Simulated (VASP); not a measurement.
# W (I4/mmm) in VASP: further runs

The runs below take W through single point, with PBEsol.

Program: VASP 6.6.1. These are calculated values, not measurements. Logs are shortened: lines on timing, memory, paths and dates and some standing lists are left out, and cuts for length are marked.

## (1) The cell of the first run

The structure is tetragonal, space group I4/mmm (No. 139). The conventional cell has a = 3.154 Å, b = 3.154 Å, c = 3.107 Å, α = 90.00°, β = 90.00°, γ = 90.00°. W (site symmetry 4/mmm) has 14 W at 2.72 to 3.15 Å within 3.6 Å.

## (2) Single point, PBEsol (strain +0.000 along x and y, -0.015 along z)

INCAR

```
ALGO = Fast
EDIFF = 1E-7
ENCUT = 520
GGA = PS
ISIF = 2
ISMEAR = 0
LASPH = True
LCHARG = False
LREAL = False
LWAVE = False
NBANDS = 13
NELM = 100
PREC = Accurate
SIGMA = 0.15
```

KPOINTS

```
k-points
0
Gamma
  26 26 26
```

POSCAR

```
W
1.0
   -1.5771801384      1.5771801384      1.5535224363
    1.5771801384     -1.5771801384      1.5535224363
    1.5771801384      1.5771801384     -1.5535224363
W
1
Direct
    0.0000000000      0.0000000000      0.0000000000
```

Potentials or basis: VASP PAW PBE potentials, release 64 (W_sv).

Started as:

```sh
cat potpaw_PBE.64/W_sv/POTCAR > POTCAR
mpirun -np 1 vasp_std > vasp.out
```

OUTCAR:

```text
EDIFF = 1E-7
   ENCUT = 520
   GGA = PS
   ISIF = 2
   ISMEAR = 0
   LASPH = True
   LREAL = False
   NELM = 100
   PREC = Accurate

 ion  position               nearest neighbor table
   1  0.000  0.000  0.000-

  LATTYP: Found a body centered tetragonal cell.
 ALAT       =     3.1543602768
 C/A-ratio  =     0.9850000000

  Lattice vectors:

 A1 = (  -1.5771801384,   1.5771801384,   1.5535224363)
 A2 = (   1.5771801384,  -1.5771801384,   1.5535224363)
 A3 = (   1.5771801384,   1.5771801384,  -1.5535224363)

Analysis of symmetry for initial positions (statically):
=====================================================================
 Subroutine PRICEL returns:
 Original cell was already a primitive cell.

 Routine SETGRP: Setting up the symmetry group for a
 body centered tetragonal supercell.

 Subroutine GETGRP returns: Found 16 space group operations
 (whereof 16 operations were pure point group operations)
 out of a pool of 16 trial point group operations.

The static configuration has the point symmetry D_4h.

Analysis of symmetry for dynamics (positions and initial velocities):
=====================================================================
 Subroutine PRICEL returns:
 Original cell was already a primitive cell.

 Routine SETGRP: Setting up the symmetry group for a
 body centered tetragonal supercell.

 Subroutine GETGRP returns: Found 16 space group operations
 (whereof 16 operations were pure point group operations)
 out of a pool of 16 trial point group operations.

The dynamic configuration has the point symmetry D_4h.

 Subroutine INISYM returns: Found 16 space group operations
 (whereof 16 operations are pure point group operations),
 and found     1 'primitive' translations

----------------------------------------------------------------------------------------

                                     Primitive cell

  volume of cell :      15.4575

  direct lattice vectors                    reciprocal lattice vectors
    -1.577180138  1.577180138  1.553522436     0.000000000  0.317021492  0.321849230
     1.577180138 -1.577180138  1.553522436     0.317021492  0.000000000  0.321849230
     1.577180138  1.577180138 -1.553522436     0.317021492  0.317021492  0.000000000

  length of vectors
     2.718165988  2.718165988  2.718165988     0.451762718  0.451762718  0.448336093

  position of ions in fractional coordinates (direct lattice)
     0.000000000  0.000000000  0.000000000

  ion indices of the primitive-cell ions
   primitive index   ion index
                 1           1

----------------------------------------------------------------------------------------

 KPOINTS: k-points

Automatic generation of k-mesh.
 Grid dimensions read from file:
 generate k-points for:   26   26   26

 Generating k-lattice:

  Cartesian coordinates                     Fractional coordinates (reciprocal lattice)
     0.000000000  0.012193134  0.012378817     0.038461538  0.000000000 -0.000000000
     0.012193134  0.000000000  0.012378817     0.000000000  0.038461538 -0.000000000
     0.012193134  0.012193134  0.000000000     0.000000000  0.000000000  0.038461538

  Length of vectors
     0.017375489  0.017375489  0.017243696

  Shift w.r.t. Gamma in fractional coordinates (k-lattice)
     0.000000000  0.000000000  0.000000000

 Subroutine IBZKPT returns following result:
 ===========================================

 Found   1330 irreducible k-points:

 Following reciprocal coordinates:
            Coordinates               Weight
  0.000000  0.000000  0.000000      1.000000
  0.038462  0.000000  0.000000      8.000000
  0.076923  0.000000  0.000000      8.000000
  0.115385  0.000000  0.000000      8.000000
  0.153846 -0.000000  0.000000      8.000000
  0.192308 -0.000000  0.000000      8.000000
[... 16 lines left out ...]
  0.346154  0.038462  0.000000     16.000000
  0.384615  0.038462  0.000000     16.000000
 [... further k-points ...]
   k-points           NKPTS =   1330   k-points in BZ     NKDIM =   1330   number of bands    NBANDS=     13
   number of dos      NEDOS =    301   number of ions     NIONS =      1
   total plane-waves  NPLWV =   8000
   dimension x,y,z NGX =    20 NGY =   20 NGZ =   20
   dimension x,y,z NGXF=    40 NGYF=   40 NGZF=   40
   ions per type =               1
   NGX,Y,Z   is equivalent  to a cutoff of  12.23, 12.23, 12.23 a.u.
   NGXF,Y,Z  is equivalent  to a cutoff of  24.46, 24.46, 24.46 a.u.
 SYSTEM =  unknown system
   PREC   = accura    normal or accurate (medium, high low for compatibility)
   ISTART =      0    job   : 0-new  1-cont  2-samecut
   ICHARG =      2    charge: 1-file 2-atom 10-const
   ISPIN  =      1    spin polarized calculation?
   LNONCOLLINEAR =      F non collinear calculations
   LSORBIT =      F    spin-orbit coupling
   LASPH  =      T    aspherical Exc in radial PAW
   ENCUT  =  520.0 eV  38.22 Ry    6.18 a.u.   5.05  5.05  5.05*2*pi/ulx,y,z
   NELM   =    100;   NELMIN=  2; NELMDL= -5     # of ELM steps
   EDIFF  = 0.1E-06   stopping-criterion for ELM
   LREAL  =      F    real-space projection
   EDIFFG = 0.1E-05   stopping-criterion for IOM
   NSW    =      0    number of steps for IOM
   IBRION =     -1    ionic relax: 0-MD 1-quasi-New 2-CG
   NFREE  =      0    steps in history (QN), initial steepest desc. (CG)
   ISIF   =      2    stress and relaxation
   ISYM   =      2    0-nonsym 1-usesym 2-fastsym
   POTIM  = 0.5000    time-step for ionic-motion
   TEBEG  =    0.0;   TEEND  =   0.0 temperature during run
   PSTRESS=    0.0 pullay stress
   NELECT =      14.0000    total number of electrons
   NUPDOWN=      -1.0000    fix difference up-down
   EMIN   =  10.00;   EMAX   =-10.00  energy-range for DOS
   EFERMI =   0.00;   METHOD = LEGACY
   ISMEAR =     0;   SIGMA  =   0.15  broadening in eV -4-tet -1-fermi 0-gaus
   EFERMI_NEDOS =   21; number of points for ismear=-14 and -15
   IALGO  =     68    algorithm
   IMIX   =      4    mixing-type and parameters
     AMIX     =   0.40;   BMIX     =  1.00
     AMIX_MAG =   1.60;   BMIX_MAG =  1.00
  volume/ion in A,a.u.               =      15.46       104.31
  Fermi-wavevector in a.u.,A,eV,Ry     =   1.583935  2.993204 34.134996  2.508851
  Thomas-Fermi vector in A             =   2.683630
   LORBIT       =      0    0 simple, 1 ext, 2 COOP (PROOUT), +10 PAW based schemes
   GGA     = PS    functional components
   LHFCALC =     F    Hartree Fock is set to
   AEXX    =    0.0000 exact exchange contribution
   IVDW    =     0    specifies the selected vdW correction
   LEPSILON=     F    determine dielectric tensor
   LRPA    =     F    only Hartree local field effects (RPA)
 non-spin polarized calculation
 RMM-DIIS sequential band-by-band and
 Gauss-broadening in eV      SIGMA  =   0.15
  energy-cutoff  :      520.00
  volume of cell :       15.46
 maximum number of plane-waves:       431
   NGX = 11   NGY = 11   NGZ = 11

 number of electron      14.0000004 magnetization

 Free energy of the ion-electron system (eV)
  ---------------------------------------------------
  ext. energy  EPLUGINS =         0.00000000
  ---------------------------------------------------
  free energy    TOTEN  =       -13.80049906 eV

  energy without entropy =      -13.79560054  energy(sigma->0) =      -13.79804980

 E-fermi :  11.6555     XC(G=0): -13.9042

 val. band max:       11.6538544570   @ k =  -0.3077   0.3077   0.2692
 cond. band min:      11.6580412621   @ k =  -0.1154  -0.1923   0.1154
 fundamental gap:      0.0041868051
 Fermi energy:        11.6554637035

 k-point     1 :       0.0000    0.0000    0.0000
  band No.  band energies     occupation
      1     -62.4717      2.00000
      2     -25.9927      2.00000
      3     -25.9927      2.00000
      4     -25.9855      2.00000
      5       1.8498      2.00000
      6      10.2270      2.00000
      7      10.4358      2.00000
      8      10.4358      2.00000
      9      13.7931      0.00000
     10      14.0772      0.00000
     11      26.1435      0.00000
     12      26.1435      0.00000
     13      26.4425      0.00000

 k-point     2 :       0.0385    0.0000    0.0000
  band No.  band energies     occupation
      1     -62.4695      2.00000
      2     -26.0119      2.00000
      3     -25.9997      2.00000
      4     -25.9888      2.00000
      5       1.9249      2.00000
      6      10.2253      2.00000
      7      10.4250      2.00000
      8      10.4624      2.00000
      9      13.7724      0.00000
     10      14.0209      0.00000
     11      26.2632      0.00000
     12      26.2713      0.00000
     13      26.5804      0.00000

 k-point     3 :       0.0769    0.0000    0.0000
  band No.  band energies     occupation
      1     -62.4630      2.00000
      2     -26.0766      2.00000
      3     -26.0201      2.00000
      4     -25.9899      2.00000
      5       2.1461      2.00000
      6      10.1294      2.00000
      7      10.3851      2.00000
      8      10.6378      2.00000
      9      13.6670      0.00000
     10      13.9330      0.00000
     11      26.5081      0.00000
     12      26.6487      0.00000
     13      27.0537      0.00000

 k-point     4 :       0.1154    0.0000    0.0000
  band No.  band energies     occupation
      1     -62.4528      2.00000
      2     -26.1798      2.00000
      3     -26.0527      2.00000
      4     -25.9910      2.00000
      5       2.5007      2.00000
      6       9.9323      2.00000
      7      10.2976      2.00000
      8      10.9808      2.00000
      9      13.4717      0.00000
     10      13.9106      0.00000
     11      26.7869      0.00000
     12      27.2589      0.00000
     13      27.7921      0.00000

 k-point     5 :       0.1538   -0.0000    0.0000
  band No.  band energies     occupation
      1     -62.4392      2.00000
      2     -26.3138      2.00000
      3     -26.0953      2.00000
      4     -25.9924      2.00000
      5       2.9660      2.00000
      6       9.6759      2.00000
      7      10.1490      2.00000
      8      11.4654      1.92678
      9      13.3102      0.00000
     10      13.9299      0.00000
     11      27.0312      0.00000
     12      28.0789      0.00000
     13      28.5771      0.00000

 k-point     6 :       0.1923   -0.0000    0.0000
  band No.  band energies     occupation
      1     -62.4231      2.00000
      2     -26.4694      2.00000
      3     -26.1454      2.00000
      4     -25.9941      2.00000
      5       3.5060      2.00000
      6       9.3878      2.00000
      7       9.9588      2.00000
      8      12.0780      0.00007
      9      13.2564      0.00000
     10      13.9795      0.00000
     11      27.0979      0.00000
     12      29.0827      0.00000
     13      29.0864      0.00000

 k-point     7 :       0.2308    0.0000   -0.0000
  band No.  band energies     occupation
      1     -62.4054      2.00000
      2     -26.6366      2.00000
      3     -26.1998      2.00000
      4     -25.9959      2.00000
      5       4.0672      2.00000
      6       9.0906      2.00000
      7       9.7939      2.00000
      8      12.8054      0.00000
      9      13.3169      0.00000
     10      14.0604      0.00000
     11      26.8454      0.00000
     12      28.9619      0.00000
     13      30.2448      0.00000
[... 193 lines left out ...]
 k-point    20 :       0.2308    0.0385    0.0000
  band No.  band energies     occupation
      1     -62.3950      2.00000
      2     -26.7284      2.00000
      3     -26.2270      2.00000
      4     -26.0062      2.00000
      5       4.3867      2.00000
      6       8.9471      2.00000
      7       9.6901      2.00000
      8      13.2185      0.00000
      9      13.3585      0.00000
     10      14.2046      0.00000
     11      26.6945      0.00000
     12      28.6118      0.00000
     13      30.7536      0.00000

 k-point    21 :       0.2692    0.0385    0.0000
  band No.  band energies     occupation
      1     -62.3770      2.00000
      2     -26.8910      2.00000
      3     -26.2833      2.00000
      4     -26.0081      2.00000
      5       4.8394      2.00000
      6       8.6713      2.00000
      7       9.7434      2.00000
      8      13.4421      0.00000
      9      14.1611      0.00000
     10      14.3508      0.00000
     11      26.0256      0.00000
     12      27.6422      0.00000
     13      32.0157      0.00000

 k-point    22 :       0.3077    0.0385    0.0000
  band No.  band energies     occupation
      1     -62.3600      2.00000
      2     -27.0413      2.00000
      3     -26.3359      2.00000
      4     -26.0099      2.00000
      5       5.1327      2.00000
      6       8.4257      2.00000
      7      10.0362      2.00000
      8      13.6403      0.00000
      9      14.5030      0.00000
     10      15.0891      0.00000
     11      25.2731      0.00000
     12      26.4986      0.00000
     13      33.0512      0.00000

 k-point    23 :       0.3462    0.0385    0.0000
  band No.  band energies     occupation
      1     -62.3450      2.00000
      2     -27.1712      2.00000
      3     -26.3818      2.00000
      4     -26.0114      2.00000
      5       5.2629      2.00000
      6       8.2197      2.00000
      7      10.5544      2.00000
      8      13.8285      0.00000
      9      14.6601      0.00000
     10      16.0297      0.00000
     11      24.5584      0.00000
     12      25.3603      0.00000
     13      31.6183      0.00000

 k-point    24 :       0.3846    0.0385    0.0000
  band No.  band energies     occupation
      1     -62.3329      2.00000
      2     -27.2744      2.00000
      3     -26.4185      2.00000
      4     -26.0126      2.00000
      5       5.2851      2.00000
      6       8.0600      2.00000
      7      11.1986      1.99998
      8      13.9563      0.00000
      9      14.8069      0.00000
     10      16.9182      0.00000
     11      23.9569      0.00000
     12      24.3516      0.00000
     13      30.3170      0.00000

 [... further k-points ...]
[... 5 lines left out ...]
  --------------------------------------------------------------------------------------
  -------------------------------------------------------------------------------------
  Total        0.3788905      0.3788905      0.8858081      0.0000000     -0.0000000      0.0000000
  in kB       39.2721052     39.2721052     91.8142503      0.0000000     -0.0000000      0.0000000
  external PRESSURE =      56.7861536 kB  Pullay stress =       0.0000000 kB

 VOLUME and BASIS-vectors are now :
 -----------------------------------------------------------------------------
  energy-cutoff  :      520.00
  volume of cell :       15.46
      direct lattice vectors                 reciprocal lattice vectors
    -1.577180138  1.577180138  1.553522436     0.000000000  0.317021492  0.321849230
     1.577180138 -1.577180138  1.553522436     0.317021492  0.000000000  0.321849230
     1.577180138  1.577180138 -1.553522436     0.317021492  0.317021492  0.000000000

 POSITION                                       TOTAL-FORCE (eV/Angst)
 -----------------------------------------------------------------------------------
      0.00000      0.00000      0.00000         0.000000      0.000000      0.000000
 -----------------------------------------------------------------------------------
    total drift:                               -0.000000     -0.000000      0.000000

  FREE ENERGIE OF THE ION-ELECTRON SYSTEM (eV)
  ---------------------------------------------------
  free  energy   TOTEN  =       -13.8004990562 eV

  energy  without entropy=      -13.7956005412  energy(sigma->0) =      -13.79804980
```

Wall time 2.3 min (1 thread of AMD EPYC 9R45 (Zen 5), shared host); peak memory 0.31 GiB.

What came out:

| Quantity | Value |
| --- | --- |
| Free energy | -13.8005 eV |
| Pressure | 5.7 GPa |
| Band gap on the k mesh | zero (bands 7 and 8 overlap by 6.57 eV) |

Stress tensor (GPa, compression positive):
```
3.93 0.00 0.00
0.00 3.93 0.00
0.00 0.00 9.18
```

Levels at points of the mesh, in eV from the Fermi level:
| k point | band 3 | band 4 | band 5 | band 6 | band 7 | band 8 | band 9 | band 10 | band 11 | band 12 |
| --- | --- | --- | --- | --- | --- | --- | --- | --- | --- | --- |
| (0.00, 0.00, 0.00) | -37.65 | -37.64 | -9.81 | -1.43 | -1.22 | -1.22 | 2.14 | 2.42 | 14.49 | 14.49 |
| (0.50, 0.00, 0.00) | -38.11 | -37.66 | -6.47 | -3.78 | 0.82 | 2.27 | 3.28 | 6.40 | 11.51 | 11.53 |
| (0.50, 0.50, 0.00) | -38.08 | -37.65 | -6.47 | -3.57 | 0.69 | 2.01 | 3.11 | 6.35 | 11.39 | 11.60 |
| (0.50, 0.50, 0.50) | -38.64 | -38.59 | -6.09 | -6.05 | 5.33 | 5.33 | 5.40 | 8.31 | 8.31 | 8.72 |

Caveat: the cell differs from its parent crystal (strain +0.000 along x and y, -0.015 along z); the cell stands under pressure; the PAW data sets were made with another functional, which shifts forces and pressure a little; spin-orbit coupling is left out, which moves the levels of the heavy elements.

(Continued in part 2 of 2.)
